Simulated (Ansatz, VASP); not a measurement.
Two plane-wave programs on CaAs2O5

```
Ca As O
1.0
     5.97087    0.00000    0.00000
    -2.98543    5.17092    0.00000
     0.00000    0.00000    3.59318
Ca As O
1 2 5
Direct
  0.00000 0.00000 0.00000
  0.33333 0.66667 0.50000
  0.66667 0.33333 0.50000
  0.33333 0.66667 0.00000
  0.93231 0.46616 0.50000
  0.53384 0.46616 0.50000
  0.53384 0.06769 0.50000
  0.66667 0.33333 0.00000
```

Alike in both runs: task single point; functional PBE; k mesh 3 × 3 × 6; occupations gaussian, width 0.1 eV; no spin polarisation.

|  | VASP | Ansatz |
| --- | --- | --- |
| version | VASP 6.6.1 | Ansatz 0.2.0 |
| potentials or method | VASP PAW PBE potentials, release 64 (Ca_sv, As, O), cutoff 520 eV | scalar-relativistic, plane waves, PAW |
| valence electrons in the cell | 50 | 70 |

Ansatz gave:

- gap on the k mesh at the Fermi level (eV): none
- rms of the force components (eV/Å): 11.185

**Question.** Which values does VASP return?

**Answer.** gap on the k mesh at the Fermi level (eV): none; rms of the force components (eV/Å): 11.767.

Atom by atom the forces differ by 0.582 eV/Å (rms over components). A gap of «none» marks a metal or a gap that the smearing closes. The functional is the same, so the differences come from potentials, cutoffs and numerics. VASP's potentials hold 50 valence electrons a cell and Ansatz's 70, so a difference there can come from the potentials and not from the codes.

The k mesh is coarse, so the values compare programs but aren't converged.
